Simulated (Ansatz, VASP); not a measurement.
Ru in VASP and in Ansatz

Contents of POSCAR:

```
Ru
1.0
    2.7059477279      0.0000000000      0.0000000000
   -1.3529738639      2.3434194737      0.0000000000
    0.0000000000      0.0000000000      4.2579056513
Ru
2
Direct
    0.3333333333      0.6666666667      0.2500000000
    0.6666666667      0.3333333333      0.7500000000
```

File INCAR.step1:

```
  PREC = Accurate
  ENCUT = 520
  ISMEAR = -1
  SIGMA = 0.2
  LREAL = False
  LASPH = True
  NELM = 80
  NBANDS = 21
  GGA = PE
  ALGO = Normal
  EDIFF = 1E-4
  LWAVE = True
  LCHARG = False
```

File INCAR.step2:

```
  PREC = Accurate
  ENCUT = 520
  EDIFF = 1E-6
  ISMEAR = -1
  SIGMA = 0.2
  LREAL = False
  LASPH = True
  NELM = 80
  ALGO = Normal
  ISIF = 2
  LWAVE = False
  LCHARG = False
  METAGGA = R2SCAN
  LMIXTAU = True
  NBANDS = 21
  ISTART = 1
```

Contents of KPOINTS:

```
regular mesh
0
Gamma
  13 13 8
```

Input for Ansatz:

```yaml
crystal:
  lattice:
    - [2.7059477279, 0.0, 0.0]
    - [-1.3529738639, 2.3434194737, 0.0]
    - [0.0, 0.0, 4.2579056513]
  atoms:
    - { symbol: Ru, position: [0.3333333333, 0.6666666667, 0.25] }
    - { symbol: Ru, position: [0.6666666667, 0.3333333333, 0.75] }
hamiltonian:
  xc: r2scan
  pseudopotentials:
    kind: paw
    azcp:
      Ru: "pseudopotentials/Ru.paw.azcp"
basis:
  ecutwfc: 500
  fft_grid_basis: typed
kpoints:
  mp_grid: { grid: [13, 13, 8], shift: [0, 0, 0] }
magnetization:
  spin_polarized: false
scf:
  occupations: { method: fermi_dirac, width: 0.2 }
  lower_state_search: "off"
output:
  stress: true
  write_density: true
  write_potential: true
  elf: true
  volumetric_format: npy
```

Alike in both runs: task single point; functional r2SCAN; k mesh 13 × 13 × 8; occupations fermi-dirac, width 0.2 eV; no spin polarisation.

|  | VASP | Ansatz |
| --- | --- | --- |
| version | VASP 6.6.1 | Ansatz 0.2.0 |
| potentials or method | VASP PAW PBE potentials, release 64 (Ru_pv), cutoff 520 eV | plane waves (500 eV) with PAW, scalar-relativistic |
| valence electrons in the cell | 28 | 32 |

```tsv
	VASP	Ansatz	Ansatz less VASP
pressure (GPa)	2.3	0.8	-1.54
traceless stress, the component that is largest in VASP (GPa)	0.74	0.63	-0.115
```

VASP's potentials were made for PBE, not for r2SCAN. VASP's potentials hold 28 valence electrons a cell and Ansatz's 32, so a difference there can come from the potentials and not from the codes.
